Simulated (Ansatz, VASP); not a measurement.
One calculation of Be, two programs

```
CELL_PARAMETERS angstrom
2.28530 0.00000 0.00000
-1.14265 1.97913 0.00000
0.00000 0.00000 3.58420
ATOMIC_POSITIONS crystal
Be 0.33333 0.66667 0.25000
Be 0.66667 0.33333 0.75000
```

Alike in both runs: task single point; functional PBE; dispersion D3(BJ); k mesh 21 × 21 × 12; occupations gaussian, width 0.1 eV; no spin polarisation.

|  | VASP | Ansatz |
| --- | --- | --- |
| version | VASP 6.6.1 | Ansatz 0.2.0 |
| potentials or method | VASP PAW PBE potentials, release 64 (Be), cutoff 520 eV | scalar-relativistic, plane waves, PAW |
| valence electrons in the cell | 4 | 4 |

Ansatz gave:

- gap on the k mesh at the Fermi level (eV): none
- pressure (GPa): -10.0
- traceless stress, the component that is largest in VASP (GPa): 0.81

Q: What did VASP give for the same quantities?

A: gap on the k mesh at the Fermi level (eV): none; pressure (GPa): -9.8; traceless stress, the component that is largest in VASP (GPa): 0.84.

A gap of «none» marks a metal or a gap that the smearing closes.
